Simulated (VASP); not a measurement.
# SnO2 (I4_1/amd) in VASP: notebook

The runs below take SnO2 through single point, with PBEsol.

Program: VASP 6.6.1. These are calculated values, not measurements. Logs are shortened: lines on timing, memory, paths and dates and some standing lists are left out, and cuts for length are marked.

## 1. The cell of the first run

Symmetry: I4_1/amd, No. 141, tetragonal system. The conventional cell has a = 4.104 Å, b = 4.104 Å, c = 10.514 Å, α = 90.00°, β = 90.00°, γ = 90.00°. Sn (site symmetry -4m2) has 6 O at 2.11 to 2.14 Å within 2.8 Å. Within 2.8 Å of O (site symmetry 2mm) lie 3 Sn at 2.11 to 2.14 Å and 2 O at 2.63 Å.

## 2. Single point, PBEsol

File INCAR:

```
PREC = Accurate ; ENCUT = 520
EDIFF = 1E-7 ; ISMEAR = 0
SIGMA = 0.01 ; LREAL = F
LASPH = T ; NELM = 80
ALGO = Normal ; ISIF = 2
LWAVE = F ; LCHARG = T
GGA = PS ; LELF = T
LVHAR = T ; NBANDS = 35
```

File KPOINTS:

```
regular mesh
0
Gamma
  8 8 8
```

File POSCAR:

```
SnO2
1.0
   -2.0520419290      2.0520419290      5.2568207091
    2.0520419290     -2.0520419290      5.2568207091
    2.0520419290      2.0520419290     -5.2568207091
Sn O
2 4
Direct
    0.7500000000      0.2500000000      0.5000000000
    0.0000000000      0.0000000000      0.0000000000
    0.7965230000      0.7965230000      0.0000000000
    0.9534770000      0.4534770000      0.5000000000
    0.2034770000      0.2034770000      0.0000000000
    0.5465230000      0.0465230000      0.5000000000
```

Potentials or basis: VASP PAW PBE potentials, release 64 (Sn_d, O).

The run is started by

```console
cat potpaw_PBE.64/Sn_d/POTCAR potpaw_PBE.64/O/POTCAR > POTCAR
mpirun -np 1 vasp_std > vasp.out
```

OUTCAR:

```text
PREC = Accurate
   ENCUT = 520
   EDIFF = 1E-7
   ISMEAR = 0
   LREAL = F
   LASPH = T
   NELM = 80
   ISIF = 2
   GGA = PS

 ion  position               nearest neighbor table
   1  0.750  0.250  0.500-   3 2.11   5 2.11   3 2.11   5 2.11   4 2.14   6 2.14   2 3.33   2 3.33
                             2 3.33   2 3.33
   2  0.000  0.000  0.000-   6 2.11   4 2.11   6 2.11   4 2.11   3 2.14   5 2.14   1 3.33   1 3.33
                             1 3.33   1 3.33
   3  0.797  0.797  0.000-   1 2.11   1 2.11   2 2.14
   4  0.953  0.453  0.500-   2 2.11   2 2.11   1 2.14
   5  0.203  0.203  0.000-   1 2.11   1 2.11   2 2.14
   6  0.547  0.047  0.500-   2 2.11   2 2.11   1 2.14

  LATTYP: Found a body centered tetragonal cell.
 ALAT       =     4.1040838580
 C/A-ratio  =     2.5617511196

  Lattice vectors:

 A1 = (  -2.0520419290,   2.0520419290,   5.2568207091)
 A2 = (   2.0520419290,  -2.0520419290,   5.2568207091)
 A3 = (   2.0520419290,   2.0520419290,  -5.2568207091)

Analysis of symmetry for initial positions (statically):
=====================================================================
 Subroutine PRICEL returns:
 Original cell was already a primitive cell.

 Routine SETGRP: Setting up the symmetry group for a
 body centered tetragonal supercell.

 Subroutine GETGRP returns: Found 16 space group operations
 (whereof  8 operations were pure point group operations)
 out of a pool of 16 trial point group operations.

The static configuration has the point symmetry D_2d.
 The point group associated with its full space group is D_4h.

Analysis of symmetry for dynamics (positions and initial velocities):
=====================================================================
 Subroutine PRICEL returns:
 Original cell was already a primitive cell.

 Routine SETGRP: Setting up the symmetry group for a
 body centered tetragonal supercell.

 Subroutine GETGRP returns: Found 16 space group operations
 (whereof  8 operations were pure point group operations)
 out of a pool of 16 trial point group operations.

The dynamic configuration has the point symmetry D_2d.
 The point group associated with its full space group is D_4h.

 Subroutine INISYM returns: Found 16 space group operations
 (whereof  8 operations are pure point group operations),
 and found     1 'primitive' translations

[... 104 lines left out ...]
   EDIFFG = 0.1E-05   stopping-criterion for IOM
   NSW    =      0    number of steps for IOM
   IBRION =     -1    ionic relax: 0-MD 1-quasi-New 2-CG
   NFREE  =      0    steps in history (QN), initial steepest desc. (CG)
   ISIF   =      2    stress and relaxation
   ISYM   =      2    0-nonsym 1-usesym 2-fastsym
   POTIM  = 0.5000    time-step for ionic-motion
   TEBEG  =    0.0;   TEEND  =   0.0 temperature during run
   PSTRESS=    0.0 pullay stress
   NELECT =      52.0000    total number of electrons
   NUPDOWN=      -1.0000    fix difference up-down
   EMIN   =  10.00;   EMAX   =-10.00  energy-range for DOS
   EFERMI =   0.00;   METHOD = LEGACY
   ISMEAR =     0;   SIGMA  =   0.01  broadening in eV -4-tet -1-fermi 0-gaus
   EFERMI_NEDOS =   21; number of points for ismear=-14 and -15
   IALGO  =     38    algorithm
   IMIX   =      4    mixing-type and parameters
     AMIX     =   0.40;   BMIX     =  1.00
     AMIX_MAG =   1.60;   BMIX_MAG =  1.00
  volume/ion in A,a.u.               =      14.76        99.59
  Fermi-wavevector in a.u.,A,eV,Ry     =   1.370958  2.590735 25.572492  1.879525
  Thomas-Fermi vector in A             =   2.496698
   LORBIT       =      0    0 simple, 1 ext, 2 COOP (PROOUT), +10 PAW based schemes
   GGA     = PS    functional components
   LHFCALC =     F    Hartree Fock is set to
   AEXX    =    0.0000 exact exchange contribution
   IVDW    =     0    specifies the selected vdW correction
   LEPSILON=     F    determine dielectric tensor
   LRPA    =     F    only Hartree local field effects (RPA)
 non-spin polarized calculation
 Gauss-broadening in eV      SIGMA  =   0.01
  energy-cutoff  :      520.00
  volume of cell :       88.54
 maximum number of plane-waves:      2398
 NGX is ok and might be reduce to    48
   NGX = 23   NGY = 23   NGZ = 23

 number of electron      52.0000002 magnetization

 Free energy of the ion-electron system (eV)
  ---------------------------------------------------
  ext. energy  EPLUGINS =         0.00000000
  ---------------------------------------------------
  free energy    TOTEN  =       -39.02552952 eV

  energy without entropy =      -39.02552952  energy(sigma->0) =      -39.02552952

 E-fermi :   3.3233     XC(G=0): -10.1661

 val. band max:        3.1959881842   @ k =  -0.3750   0.3750   0.0000
 cond. band min:       3.9886295676   @ k =   0.0000   0.0000   0.0000
 fundamental gap:      0.7926413834
 Fermi energy:         3.3232909601

 k-point     1 :       0.0000    0.0000    0.0000
  band No.  band energies     occupation
      1     -17.1169      2.00000
      2     -17.1117      2.00000
      3     -17.0198      2.00000
      4     -16.5739      2.00000
      5     -16.5248      2.00000
      6     -16.5248      2.00000
[... 901 lines left out ...]
     34      13.8970      0.00000
     35      15.2693      0.00000

 [... further k-points ...]

------------------------ aborting loop because EDIFF is reached ----------------------------------------

  FORCE on cell =-STRESS in cart. coord.  units (eV):
  Direction    XX          YY          ZZ          XY          YZ          ZX
  --------------------------------------------------------------------------------------
  -------------------------------------------------------------------------------------
  Total       -5.0831125     -5.0831125     -6.7637523      0.0000000      0.0000000      0.0000000
  in kB      -91.9781541    -91.9781541   -122.3890775      0.0000000      0.0000000      0.0000000
  external PRESSURE =    -102.1151286 kB  Pullay stress =       0.0000000 kB

 VOLUME and BASIS-vectors are now :
 -----------------------------------------------------------------------------
  energy-cutoff  :      520.00
  volume of cell :       88.54
      direct lattice vectors                 reciprocal lattice vectors
    -2.052041929  2.052041929  5.256820709     0.000000000  0.243659739  0.095114524
     2.052041929 -2.052041929  5.256820709     0.243659739  0.000000000  0.095114524
     2.052041929  2.052041929 -5.256820709     0.243659739  0.243659739  0.000000000

 POSITION                                       TOTAL-FORCE (eV/Angst)
 -----------------------------------------------------------------------------------
     -0.00000      2.05204      2.62841         0.000000      0.000000     -0.000000
      0.00000      0.00000      0.00000         0.000000      0.000000     -0.000000
      0.00000      0.00000      8.37436        -0.000000      0.000000      0.463702
     -0.00000      2.05204      4.76769         0.000000     -0.000000     -0.463702
      0.00000      0.00000      2.13928        -0.000000      0.000000     -0.463702
      0.00000      2.05204      0.48913         0.000000     -0.000000      0.463702
 -----------------------------------------------------------------------------------
    total drift:                                0.000000     -0.000000      0.000000

  FREE ENERGIE OF THE ION-ELECTRON SYSTEM (eV)
  ---------------------------------------------------
  free  energy   TOTEN  =       -39.0255295229 eV

  energy  without entropy=      -39.0255295229  energy(sigma->0) =      -39.02552952
```

OSZICAR:

```text
N       E                     dE             d eps       ncg     rms          rms(c)
DAV:   1     0.640268142009E+03    0.64027E+03   -0.25372E+04  4495   0.217E+03
DAV:   2     0.607771901701E+02   -0.57949E+03   -0.54641E+03  4554   0.597E+02
DAV:   3    -0.388791207272E+02   -0.99656E+02   -0.97430E+02  4514   0.207E+02
DAV:   4    -0.443745680010E+02   -0.54954E+01   -0.54507E+01  5152   0.540E+01
DAV:   5    -0.445265762010E+02   -0.15201E+00   -0.15174E+00  5015   0.940E+00    0.144E+01
DAV:   6    -0.390276609593E+02    0.54989E+01   -0.16188E+01  6502   0.653E+01    0.580E+00
DAV:   7    -0.390793508283E+02   -0.51690E-01   -0.19556E+00  4466   0.766E+00    0.313E+00
DAV:   8    -0.390373462927E+02    0.42005E-01   -0.25942E-01  5866   0.379E+00    0.763E-01
DAV:   9    -0.390242551796E+02    0.13091E-01   -0.45955E-02  5971   0.294E+00    0.134E-01
DAV:  10    -0.390255266940E+02   -0.12715E-02   -0.56724E-03  5920   0.840E-01    0.751E-02
DAV:  11    -0.390255187526E+02    0.79414E-05   -0.61156E-04  6623   0.281E-01    0.303E-02
DAV:  12    -0.390255304767E+02   -0.11724E-04   -0.54635E-05  4708   0.467E-02    0.187E-02
DAV:  13    -0.390255292726E+02    0.12041E-05   -0.17200E-05  5945   0.286E-02    0.330E-03
DAV:  14    -0.390255295468E+02   -0.27414E-06   -0.14652E-06  6087   0.119E-02    0.227E-03
DAV:  15    -0.390255295229E+02    0.23868E-07   -0.80775E-08  3832   0.343E-03
   1 F= -.39025530E+02 E0= -.39025530E+02  d E =-.183006E-74
```

stdout:

```text
POSCAR found type information on POSCAR SnO
 POSCAR found :  2 types and       6 ions
 scaLAPACK will be used
 -----------------------------------------------------------------------------
|                                                                             |
|                                                                             |
|     You enforced a specific xc type in the INCAR file but a different       |
|     I HOPE YOU KNOW WHAT YOU ARE DOING!                                     |
|                                                                             |
 -----------------------------------------------------------------------------

 LDA part: xc-table for (Slater+PW92), standard interpolation
 POSCAR, INCAR and KPOINTS ok, starting setup
 FFT: planning ... GRIDC
 FFT: planning ... GRID_SOFT
 FFT: planning ... GRID
 WAVECAR not read
 entering main loop
```

It took 7.9 min on 1 thread of Intel Xeon 6975P-C (Granite Rapids), shared host; peak memory 0.4 GiB.

What came out:

```yaml
Free_energy: -39.0255 eV
Pressure: -10.2 GPa
Largest_force: 0.464 eV/Å
Band_gap_on_the_k_mesh: 0.79 eV (least direct gap 1.12 eV)
```

Forces in eV/Å, atoms in the order of the input:
```
Sn   0.000  0.000  0.000
Sn   0.000  0.000  0.000
O    0.000  0.000  0.464
O    0.000  0.000 -0.464
O    0.000  0.000 -0.464
O    0.000  0.000  0.464
```

Levels at points of the mesh, in eV from the valence-band top:
```csv
k point,band 22,band 23,band 24,band 25,band 26,band 27,band 28,band 29,band 30,band 31
"(0.00, 0.00, 0.00)",-1.05,-0.64,-0.64,-0.33,-0.33,0.79,4.66,8.93,9.00,9.36
"(0.50, 0.00, 0.00)",-1.12,-0.71,-0.69,-0.53,-0.46,4.08,5.32,7.31,7.93,9.46
"(0.50, 0.50, 0.00)",-0.96,-0.86,-0.86,-0.05,-0.05,6.37,6.37,7.02,7.02,7.92
"(0.50, 0.50, 0.50)",-2.68,-0.94,-0.94,-0.25,-0.25,3.38,3.38,7.31,7.31,11.14
```

Caveat: the cell stands under tension; semilocal functionals underestimate gaps, and a narrow one can read as zero; the PAW data sets were made with another functional, which shifts forces and pressure a little; spin-orbit coupling is left out, which moves the levels of the heavy elements. A k mesh can miss the band edges.

## 3. Single point, PBEsol

This run uses another cell than the first one, of 15.30 Å³/atom.

File INCAR:

```
SYSTEM = SnO2
PREC = Accurate
ENCUT = 520
EDIFF = 1E-6
ISMEAR = 0
SIGMA = 0.01
LREAL = .False.
LASPH = .True.
NELM = 80
ALGO = Normal
ISIF = 2
LWAVE = .False.
LCHARG = .False.
GGA = PS
NBANDS = 35
```

File KPOINTS:

```
Automatic mesh
0
Gamma
  8 8 8
  0 0 0
```

Changes to POSCAR since step 2:

```diff
@@ -2,5 +2,5 @@
 1.0
-   -2.0520419290      2.0520419290      5.2568207091
-    2.0520419290     -2.0520419290      5.2568207091
-    2.0520419290      2.0520419290     -5.2568207091
+   -2.0770692972      2.0770692972      5.3209345975
+    2.0770692972     -2.0770692972      5.3209345975
+    2.0770692972      2.0770692972     -5.3209345975
 Sn O
```

Potentials or basis: VASP PAW PBE potentials, release 64 (Sn_d, O).

The run is started by

```console
cat potpaw_PBE.64/Sn_d/POTCAR potpaw_PBE.64/O/POTCAR > POTCAR
mpirun -np 1 vasp_std > vasp.out
```

It took 5.6 min on 1 thread of Intel Xeon 6975P-C (Granite Rapids), shared host; peak memory 0.4 GiB.

Results (log left out):

- Free energy: -38.7782 eV
- Pressure: -14.2 GPa
- Largest force: 0.620 eV/Å
- Band gap on the k mesh: 0.47 eV (least direct gap 0.78 eV)

Forces in eV/Å, atoms in the order of the input:
```
Sn   0.000  0.000  0.000
Sn   0.000  0.000  0.000
O    0.000  0.000  0.620
O    0.000  0.000 -0.620
O    0.000  0.000 -0.620
O    0.000  0.000  0.620
```

Stress tensor (GPa, compression positive):
```
-12.92   0.00   0.00
  0.00 -12.92   0.00
  0.00   0.00 -16.75
```

Levels at points of the mesh, in eV from the valence-band top:
```
           k point  band 24  band 25  band 26  band 27  band 28  band 29
(0.00, 0.00, 0.00)    -0.62    -0.31    -0.31     0.47     4.29     8.70
(0.50, 0.00, 0.00)    -0.66    -0.51    -0.49     3.72     4.95     7.07
(0.50, 0.50, 0.00)    -0.87    -0.06    -0.06     5.95     5.95     6.77
(0.50, 0.50, 0.50)    -0.91    -0.23    -0.23     3.03     3.03     7.18
```

Caveat: the cell stands under tension; semilocal functionals underestimate gaps, and a narrow one can read as zero; the PAW data sets were made with another functional, which shifts forces and pressure a little; spin-orbit coupling is left out, which moves the levels of the heavy elements.
